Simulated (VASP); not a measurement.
# Tb (Im-3m) in VASP: a series of runs

Tb is run at these levels: PBE; tasks: single point.

Everything below comes from runs of VASP 6.6.1. Logs are shortened: lines on timing, memory, paths and dates and some standing lists are left out, and cuts for length are marked.

### 1 The cell of the first run

It takes space group Im-3m (No. 229, cubic). The conventional cell has a = 4.020 Å, b = 4.020 Å, c = 4.020 Å, α = 90.00°, β = 90.00°, γ = 90.00°. Within 4.6 Å of Tb (site symmetry m-3m) lie 14 Tb at 3.48 to 4.02 Å.

This isn't the form of Tb at room conditions, which is hcp.

### 2 Single point, PBE, collinear spin, ferromagnetic start

File INCAR:

```
SYSTEM = Tb
PREC = Accurate
ENCUT = 520
EDIFF = 1E-6
ISMEAR = -1
SIGMA = 0.05
LREAL = .False.
LASPH = .True.
NELM = 150
ALGO = Normal
ISIF = 2
LWAVE = .False.
LCHARG = .False.
ISPIN = 2
MAGMOM = 6
LORBIT = 11
LMAXMIX = 6
GGA = PE
NBANDS = 20
```

File KPOINTS:

```
regular mesh
0
Gamma
  6 6 6
  0 0 0
```

File POSCAR:

```
Tb
1.0
   -2.0100000000      2.0100000000      2.0100000000
    2.0100000000     -2.0100000000      2.0100000000
    2.0100000000      2.0100000000     -2.0100000000
Tb
1
Direct
    0.0000000000      0.0000000000      0.0000000000
```

Potentials or basis: VASP PAW PBE potentials, release 64 (Tb).

Run with:

```
> cat potpaw_PBE.64/Tb/POTCAR > POTCAR
> mpirun -np 1 vasp_std > vasp.out
```

OUTCAR:

```text
SYSTEM = Tb
   PREC = Accurate
   ENCUT = 520
   EDIFF = 1E-6
   ISMEAR = -1
   LREAL = .False.
   LASPH = .True.
   NELM = 150
   ISIF = 2
   ISPIN = 2
   LORBIT = 11
   GGA = PE

 ion  position               nearest neighbor table
   1  0.000  0.000  0.000-

  LATTYP: Found a body centered cubic cell.
 ALAT       =     4.0200000000

  Lattice vectors:

 A1 = (  -2.0100000000,   2.0100000000,   2.0100000000)
 A2 = (   2.0100000000,  -2.0100000000,   2.0100000000)
 A3 = (   2.0100000000,   2.0100000000,  -2.0100000000)

Analysis of symmetry for initial positions (statically):
=====================================================================
 Subroutine PRICEL returns:
 Original cell was already a primitive cell.

 Routine SETGRP: Setting up the symmetry group for a
 body centered cubic supercell.

 Subroutine GETGRP returns: Found 48 space group operations
 (whereof 48 operations were pure point group operations)
 out of a pool of 48 trial point group operations.

The static configuration has the point symmetry O_h .

Analysis of symmetry for dynamics (positions and initial velocities):
=====================================================================
 Subroutine PRICEL returns:
 Original cell was already a primitive cell.

 Routine SETGRP: Setting up the symmetry group for a
 body centered cubic supercell.

 Subroutine GETGRP returns: Found 48 space group operations
 (whereof 48 operations were pure point group operations)
 out of a pool of 48 trial point group operations.

The dynamic configuration has the point symmetry O_h .

Analysis of structural, dynamic, and magnetic symmetry:
=====================================================================
 Subroutine PRICEL returns:
 Original cell was already a primitive cell.

 Routine SETGRP: Setting up the symmetry group for a
 body centered cubic supercell.

 Subroutine GETGRP returns: Found 48 space group operations
 (whereof 48 operations were pure point group operations)
 out of a pool of 48 trial point group operations.

The overall configuration has the point symmetry O_h .

 Subroutine INISYM returns: Found 48 space group operations
 (whereof 48 operations are pure point group operations),
 and found     1 'primitive' translations

----------------------------------------------------------------------------------------

                                     Primitive cell

  volume of cell :      32.4824

  direct lattice vectors                    reciprocal lattice vectors
    -2.010000000  2.010000000  2.010000000     0.000000000  0.248756219  0.248756219
     2.010000000 -2.010000000  2.010000000     0.248756219  0.000000000  0.248756219
     2.010000000  2.010000000 -2.010000000     0.248756219  0.248756219  0.000000000

  length of vectors
     3.481422123  3.481422123  3.481422123     0.351794419  0.351794419  0.351794419

  position of ions in fractional coordinates (direct lattice)
     0.000000000  0.000000000  0.000000000

  ion indices of the primitive-cell ions
   primitive index   ion index
                 1           1

----------------------------------------------------------------------------------------

 KPOINTS: regular mesh

Automatic generation of k-mesh.
 Grid dimensions read from file:
 generate k-points for:    6    6    6

 Generating k-lattice:

  Cartesian coordinates                     Fractional coordinates (reciprocal lattice)
     0.000000000  0.041459370  0.041459370     0.166666667  0.000000000  0.000000000
     0.041459370  0.000000000  0.041459370     0.000000000  0.166666667  0.000000000
     0.041459370  0.041459370  0.000000000     0.000000000  0.000000000  0.166666667

  Length of vectors
     0.058632403  0.058632403  0.058632403

  Shift w.r.t. Gamma in fractional coordinates (k-lattice)
     0.000000000  0.000000000  0.000000000

 Subroutine IBZKPT returns following result:
 ===========================================

 Found     16 irreducible k-points:

 Following reciprocal coordinates:
            Coordinates               Weight
  0.000000  0.000000  0.000000      1.000000
  0.166667  0.000000  0.000000     12.000000
  0.333333  0.000000  0.000000     12.000000
  0.500000  0.000000  0.000000      6.000000
  0.166667  0.166667  0.000000     24.000000
  0.333333  0.166667  0.000000     48.000000
[... 8 lines left out ...]
  0.500000  0.500000  0.333333     12.000000
  0.500000  0.500000  0.500000      1.000000
   k-points           NKPTS =     16   k-points in BZ     NKDIM =     16   number of bands    NBANDS=     20
   number of dos      NEDOS =    301   number of ions     NIONS =      1
   total plane-waves  NPLWV =  21952
   dimension x,y,z NGX =    28 NGY =   28 NGZ =   28
   dimension x,y,z NGXF=    56 NGYF=   56 NGZF=   56
   ions per type =               1
   NGX,Y,Z   is equivalent  to a cutoff of  13.37, 13.37, 13.37 a.u.
   NGXF,Y,Z  is equivalent  to a cutoff of  26.74, 26.74, 26.74 a.u.
 SYSTEM =  Tb
   PREC   = accura    normal or accurate (medium, high low for compatibility)
   ISTART =      0    job   : 0-new  1-cont  2-samecut
   ICHARG =      2    charge: 1-file 2-atom 10-const
   ISPIN  =      2    spin polarized calculation?
   LNONCOLLINEAR =      F non collinear calculations
   LSORBIT =      F    spin-orbit coupling
   LASPH  =      T    aspherical Exc in radial PAW
   ENCUT  =  520.0 eV  38.22 Ry    6.18 a.u.   6.47  6.47  6.47*2*pi/ulx,y,z
   NELM   =    150;   NELMIN=  2; NELMDL= -5     # of ELM steps
   EDIFF  = 0.1E-05   stopping-criterion for ELM
   LREAL  =      F    real-space projection
   EDIFFG = 0.1E-04   stopping-criterion for IOM
   NSW    =      0    number of steps for IOM
   IBRION =     -1    ionic relax: 0-MD 1-quasi-New 2-CG
   NFREE  =      0    steps in history (QN), initial steepest desc. (CG)
   ISIF   =      2    stress and relaxation
   ISYM   =      2    0-nonsym 1-usesym 2-fastsym
   POTIM  = 0.5000    time-step for ionic-motion
   TEBEG  =    0.0;   TEEND  =   0.0 temperature during run
   PSTRESS=    0.0 pullay stress
   NELECT =      19.0000    total number of electrons
   NUPDOWN=      -1.0000    fix difference up-down
   EMIN   =  10.00;   EMAX   =-10.00  energy-range for DOS
   EFERMI =   0.00;   METHOD = LEGACY
   ISMEAR =    -1;   SIGMA  =   0.05  broadening in eV -4-tet -1-fermi 0-gaus
   EFERMI_NEDOS =   21; number of points for ismear=-14 and -15
   IALGO  =     38    algorithm
   IMIX   =      4    mixing-type and parameters
     AMIX     =   0.40;   BMIX     =  1.00
     AMIX_MAG =   1.60;   BMIX_MAG =  1.00
  volume/ion in A,a.u.               =      32.48       219.20
  Fermi-wavevector in a.u.,A,eV,Ry     =   1.369126  2.587272 25.504190  1.874505
  Thomas-Fermi vector in A             =   2.495029
   LORBIT       =     11    0 simple, 1 ext, 2 COOP (PROOUT), +10 PAW based schemes
   GGA     = PE    functional components
   LHFCALC =     F    Hartree Fock is set to
   AEXX    =    0.0000 exact exchange contribution
   IVDW    =     0    specifies the selected vdW correction
   LEPSILON=     F    determine dielectric tensor
   LRPA    =     F    only Hartree local field effects (RPA)
 spin polarized calculation
  energy-cutoff  :      520.00
  volume of cell :       32.48
 maximum number of plane-waves:       893
 NGX is ok and might be reduce to    28
   NGX = 13   NGY = 13   NGZ = 13

 number of electron      18.9999996 magnetization       5.7511125

 Free energy of the ion-electron system (eV)
  ---------------------------------------------------
  ext. energy  EPLUGINS =         0.00000000
  ---------------------------------------------------
  free energy    TOTEN  =        -9.47247409 eV

  energy without entropy =       -9.40075351  energy(sigma->0) =       -9.43661380

 E-fermi :   2.9728     XC(G=0): -10.0312

 val. band max:        2.9645901436   @ k =   0.3333   0.3333   0.0000
 cond. band min:       2.9789586244   @ k =   0.3333   0.0000   0.0000
 fundamental gap:      0.0143684808
 Fermi energy:         2.9727755328

 spin component 1

 k-point     1 :       0.0000    0.0000    0.0000
  band No.  band energies     occupation
      1     -43.1733      1.00000
      2     -19.4649      1.00000
      3     -19.4649      1.00000
      4     -19.4649      1.00000
      5      -2.0388      1.00000
      6      -1.0759      1.00000
[... 12 lines left out ...]
     19      13.7915      0.00000
     20      13.7915      0.00000

 k-point     2 :       0.1667    0.0000    0.0000
  band No.  band energies     occupation
      1     -43.1577      1.00000
      2     -19.6459      1.00000
      3     -19.5215      1.00000
      4     -19.4659      1.00000
      5      -1.2786      1.00000
      6      -1.0979      1.00000
[... 314 lines left out ...]
 k-point    16 :       0.5000    0.5000    0.5000
  band No.  band energies     occupation
      1     -43.0636      1.00000
      2     -19.9431      1.00000
      3     -19.9430      1.00000
      4     -19.9430      1.00000
      5      -1.1870      1.00000
      6      -1.1530      1.00000
[... 12 lines left out ...]
     19       9.1117      0.00000
     20      13.6619      0.00000
 Fermi energy:         2.9727755328

 spin component 2

 k-point     1 :       0.0000    0.0000    0.0000
  band No.  band energies     occupation
      1     -40.6428      1.00000
      2     -17.6061      1.00000
      3     -17.6061      1.00000
      4     -17.6061      1.00000
      5      -1.7765      1.00000
      6       2.8723      0.88170
[... 12 lines left out ...]
     19      14.0065      0.00000
     20      14.0065      0.00000

 k-point     2 :       0.1667    0.0000    0.0000
  band No.  band energies     occupation
      1     -40.6235      1.00000
      2     -17.8264      1.00000
      3     -17.6727      1.00000
      4     -17.6079      1.00000
      5      -0.9851      1.00000
      6       2.8452      0.92774
[... 314 lines left out ...]
 k-point    16 :       0.5000    0.5000    0.5000
  band No.  band energies     occupation
      1     -40.5083      1.00000
      2     -18.1694      1.00000
      3     -18.1694      1.00000
      4     -18.1694      1.00000
      5       1.5822      1.00000
      6       1.5822      1.00000
[... 12 lines left out ...]
     19       9.8450      0.00000
     20      14.2837      0.00000

------------------------ aborting loop because EDIFF is reached ----------------------------------------

  FORCE on cell =-STRESS in cart. coord.  units (eV):
  Direction    XX          YY          ZZ          XY          YZ          ZX
  --------------------------------------------------------------------------------------
  -------------------------------------------------------------------------------------
  Total        0.0372678      0.0372678      0.0372678      0.0000000      0.0000000     -0.0000000
  in kB        1.8382127      1.8382127      1.8382127      0.0000000      0.0000000     -0.0000000
  external PRESSURE =       1.8382127 kB  Pullay stress =       0.0000000 kB

 VOLUME and BASIS-vectors are now :
 -----------------------------------------------------------------------------
  energy-cutoff  :      520.00
  volume of cell :       32.48
      direct lattice vectors                 reciprocal lattice vectors
    -2.010000000  2.010000000  2.010000000     0.000000000  0.248756219  0.248756219
     2.010000000 -2.010000000  2.010000000     0.248756219  0.000000000  0.248756219
     2.010000000  2.010000000 -2.010000000     0.248756219  0.248756219  0.000000000

 POSITION                                       TOTAL-FORCE (eV/Angst)
 -----------------------------------------------------------------------------------
      0.00000      0.00000      0.00000         0.000000      0.000000     -0.000000
 -----------------------------------------------------------------------------------
    total drift:                               -0.000000     -0.000000     -0.000000

  FREE ENERGIE OF THE ION-ELECTRON SYSTEM (eV)
  ---------------------------------------------------
  free  energy   TOTEN  =        -9.4724740863 eV

  energy  without entropy=       -9.4007535074  energy(sigma->0) =       -9.43661380

 total charge

# of ion       s       p       d       f       tot
--------------------------------------------------
    1        2.085   5.601   0.480   8.158  16.325

 magnetization (x)

# of ion       s       p       d       f       tot
--------------------------------------------------
    1        0.000  -0.053   0.051   5.632   5.630
```

Wall time 44 s (1 thread of Intel Xeon 6975P-C (Granite Rapids), shared host); peak memory 0.19 GiB.

Results:

* Free energy: -9.4725 eV
* Pressure: 0.2 GPa
* Net moment: 5.75 μB per cell
* Site moments: Tb +5.63 μB
* Valence electrons inside the program's atomic spheres: Tb 16.32

Caveat: the k points lie up to 0.37 Å⁻¹ apart; the magnetic or orbital state may not be the lowest; spin-orbit coupling is left out, which moves the levels of the heavy elements; semilocal functionals describe open f shells poorly, which spoils levels, moments and volumes.

### 3 Single point, PBE, collinear spin, ferromagnetic start (33.46 Å³/atom)

This run uses another cell than the first one, of 33.46 Å³/atom.

File INCAR:

```
SYSTEM = Tb
PREC = Accurate
ENCUT = 520
EDIFF = 1E-6
ISMEAR = -1
SIGMA = 0.05
LREAL = .FALSE.
LASPH = .TRUE.
NELM = 150
ALGO = Normal
ISIF = 2
LWAVE = .FALSE.
LCHARG = .FALSE.
ISPIN = 2
MAGMOM = 6
LORBIT = 11
LMAXMIX = 6
GGA = PE
NBANDS = 20
```

File KPOINTS:

```
regular mesh
0
G
  13 13 13
  0 0 0
```

File POSCAR:

```
Tb
1.0
   -2.0299022844      2.0299022844      2.0299022844
    2.0299022844     -2.0299022844      2.0299022844
    2.0299022844      2.0299022844     -2.0299022844
Tb
1
Direct
    0.0000000000      0.0000000000      0.0000000000
```

Potentials or basis: VASP PAW PBE potentials, release 64 (Tb).

Run with:

```
> cat potpaw_PBE.64/Tb/POTCAR > POTCAR
> mpirun -np 1 vasp_std > vasp.out
```

Wall time 4.9 min (1 thread of Intel Xeon Platinum 8488C (Sapphire Rapids), shared host); peak memory 0.24 GiB.

The run converged. Its results:

```yaml
Free_energy: -9.4673 eV
Pressure: -0.8 GPa
Net_moment: 5.86 μB per cell
Site_moments: Tb +5.66 μB
Valence_electrons_inside_the_program's_atomic_spheres: Tb 16.31
```

Levels at points of the mesh, in eV from the Fermi level:
Spin up:
```tsv
k point	band 8	band 9	band 10	band 11	band 12	band 13	band 14	band 15	band 16	band 17
(0.00, 0.00, 0.00)	-4.06	-3.99	-3.81	-3.81	-3.81	1.71	1.71	1.71	3.78	3.78
```
Spin down:
```
           k point  band 2  band 3  band 4  band 5  band 6  band 7  band 8  band 9  band 10  band 11
(0.00, 0.00, 0.00)  -20.61  -20.61  -20.61   -4.63   -0.09   -0.09   -0.09    0.69     0.69     0.69
```

Caveat: the magnetic or orbital state may not be the lowest; spin-orbit coupling is left out, which moves the levels of the heavy elements; semilocal functionals describe open f shells poorly, which spoils levels, moments and volumes.
